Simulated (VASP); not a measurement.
A run of VASP 6.6.1:

File INCAR:

```
ALGO = Normal ; EDIFF = 1E-7
ENCUT = 520 ; GGA = CA
ISIF = 2 ; ISMEAR = -1
LASPH = True ; LCHARG = False
LREAL = False ; LWAVE = False
NBANDS = 33 ; NELM = 60
PREC = Accurate ; SIGMA = 0.05
```

File KPOINTS:

```
k-points
0
Gamma
  10 10 10
```

POSCAR

```
TiO2
1.0
   -1.8534748763      1.8534748763      4.6601849950
    1.8534748763     -1.8534748763      4.6601849950
    1.8534748763      1.8534748763     -4.6601849950
Ti O
2 4
Direct
    0.7500000000      0.2500000000      0.5000000000
    0.0000000000      0.0000000000      0.0000000000
    0.7919000000      0.7919000000      0.0000000000
    0.5419000000      0.0419000000      0.5000000000
    0.9581000000      0.4581000000      0.5000000000
    0.2081000000      0.2081000000      0.0000000000
```

Potentials or basis: VASP PAW LDA potentials, release 64 (Ti_sv, O).

The run is started by

```console
$ cat potpaw_LDA.64/Ti_sv/POTCAR potpaw_LDA.64/O/POTCAR > POTCAR
$ mpirun -np 1 vasp_std > vasp.out
```

Hardware: 1 thread of Intel(R) Xeon(R) 6975P-C (Granite Rapids), with other jobs on the host.

**Question.** Estimate the wall time of this run.

**Answer.** Run time: 2.8 min on 1 thread of Intel(R) Xeon(R) 6975P-C (Granite Rapids), with other jobs on the host, peak memory 0.31 GiB. Counts: scf iterations 16, k points 102.
